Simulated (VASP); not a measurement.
# C: single point with r2SCAN

C:

```
C
1.0
     2.50984    0.00000    0.00000
    -1.25492    2.17358    0.00000
     0.00000    0.00000    8.28032
C
8
Cartesian
  -0.0563 -0.0974 0.7695
  0.0000 0.0000 4.9097
  0.0000 0.0000 3.3706
  0.0000 0.0000 7.5108
  0.0000 1.4491 1.2876
  1.2549 0.7245 5.4277
  0.0000 1.4491 2.8526
  1.2549 0.7245 6.9928
```

This cell differs from its parent crystal: atom 1 (C) moved +0.113 Å towards its neighbour atom 1 (C) at 2.510 Å.

| Quantity | Value |
| --- | --- |
| Program | VASP 6.6.1 |
| Task | single point |
| Functional | r2SCAN |
| Potentials or basis | VASP PAW PBE potentials, release 64 (C) |
| Cutoff | 520 eV |
| k mesh | 12 × 12 × 4 |
| Occupations | gaussian, width 0.05 eV |
| Spin | no spin polarisation |
| Dipole correction | no |
| Further INCAR settings | ALGO = Normal; EDIFF = 1e-06; NBANDS = 26 |

```yaml
Pressure: 2.3 GPa
Largest_force: 4.484 eV/Å
Band_gap_on_the_k_mesh: 3.93 eV (least direct gap 4.28 eV)
```

Forces in eV/Å, atoms in the order of the input:
```
C    2.700  3.553 -0.436
C    0.002  0.001  0.000
C   -0.003 -0.006 -0.007
C   -0.392 -0.615  0.037
C   -2.264 -2.813  0.437
C   -0.042 -0.074  0.001
C    0.014  0.005 -0.016
C   -0.014 -0.051 -0.017
```

Stress tensor (GPa, compression positive):
```
 3.18  0.92 -1.22
 0.92  1.98 -0.40
-1.22 -0.40  1.71
```

Levels at points of the mesh, in eV from the valence-band top:
```
           k point  band 14  band 15  band 16  band 17  band 18  band 19
(0.00, 0.00, 0.00)    -1.05    -0.78     0.00     4.28     4.94     5.18
(0.50, 0.00, 0.00)    -5.55    -4.63    -3.66     4.24     5.08     5.61
(0.00, 0.50, 0.00)    -5.56    -4.54    -3.92     4.01     5.21     5.37
(0.50, 0.50, 0.00)    -5.47    -4.59    -3.67     3.97     5.17     5.29
(0.00, 0.00, 0.50)    -1.39    -1.35    -0.42     4.68     5.66     5.73
(0.50, 0.00, 0.50)    -5.55    -4.57    -4.28     4.53     4.66     6.30
(0.00, 0.50, 0.50)    -5.55    -4.73    -4.57     4.24     4.54     6.52
(0.50, 0.50, 0.50)    -5.69    -4.57    -4.30     4.18     4.54     6.67
```

Wall time 29 min on 1 thread of Oxide Virtual Turin-like Processor, with other jobs on the host, peak memory 0.3 GiB.

Caveat: the cell differs from its parent crystal (atom 1 (C) moved +0.113 Å towards its neighbour atom 1 (C) at 2.510 Å); the PAW data sets were made with another functional, which shifts forces and pressure a little. A k mesh can miss the band edges.
